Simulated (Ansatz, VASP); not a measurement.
# PbF2: VASP beside Ansatz

Contents of INCAR:

```
PREC = Accurate
ENCUT = 600
EDIFF = 1E-7
ISMEAR = 0
SIGMA = 0.05
LREAL = F
LASPH = T
NELM = 80
ALGO = Normal
ISIF = 3
LWAVE = F
LCHARG = F
GGA = PE
IBRION = 2
NSW = 50
EDIFFG = -0.01
```

KPOINTS

```
Automatic mesh
0
Gamma
  10 10 10
```

POSCAR

```
PbF2
1.0
    2.1210841894      1.2246085277      3.4660246807
   -2.1210841894      1.2246085277      3.4660246807
    0.0000000000     -2.4492170554      3.4660246807
Pb F
1 2
Direct
    0.0000000000      0.0000000000      0.0000000000
    0.2499510902      0.2499510902      0.2499510902
    0.7500489098      0.7500489098      0.7500489098
```

Input for Ansatz:

```yaml
crystal:
  lattice:
    - [2.1210841894, 1.2246085277, 3.4660246807]
    - [-2.1210841894, 1.2246085277, 3.4660246807]
    - [0.0, -2.4492170554, 3.4660246807]
  atoms:
    - { symbol: Pb, position: [0.0, 0.0, 0.0] }
    - { symbol: F, position: [0.2499510902, 0.2499510902, 0.2499510902] }
    - { symbol: F, position: [0.7500489098, 0.7500489098, 0.7500489098] }
basis:
  ecutwfc: 420
  ecutrho_ratio: 4
kpoints:
  mp_grid: { grid: [10, 10, 10] }
hamiltonian:
  xc: pbe
scf:
  occupations: { method: gaussian, width: 0.05 }
output:
  forces: true
  stress: true
  eigenvalues: true
relax:
  f_tol: 0.01
  max_steps: 30
  cell: { stress_tol: 0.04 }
```

Alike in both runs: task relaxation of cell and atoms; functional PBE; k mesh 10 × 10 × 10; occupations gaussian, width 0.05 eV; no spin polarisation.

|  | VASP | Ansatz |
| --- | --- | --- |
| version | VASP 6.6.1 | Ansatz 0.2.0 |
| potentials or method | VASP PAW PBE potentials, release 64 (Pb_d, F), cutoff 600 eV | scalar-relativistic, plane waves, PAW |
| valence electrons in the cell | 28 | 28 |

```tsv
	VASP	Ansatz	Ansatz less VASP
gap on the k mesh at the Fermi level, each at its own relaxed structure (eV)	4.43	4.43	+0.002
relaxed volume (Å³/atom)	17.94	18.01	+0.070
relaxed length of the cell vector where the two differ most in proportion (Å)	4.238	4.244	+0.0057
```

Spin-orbit coupling is off throughout.
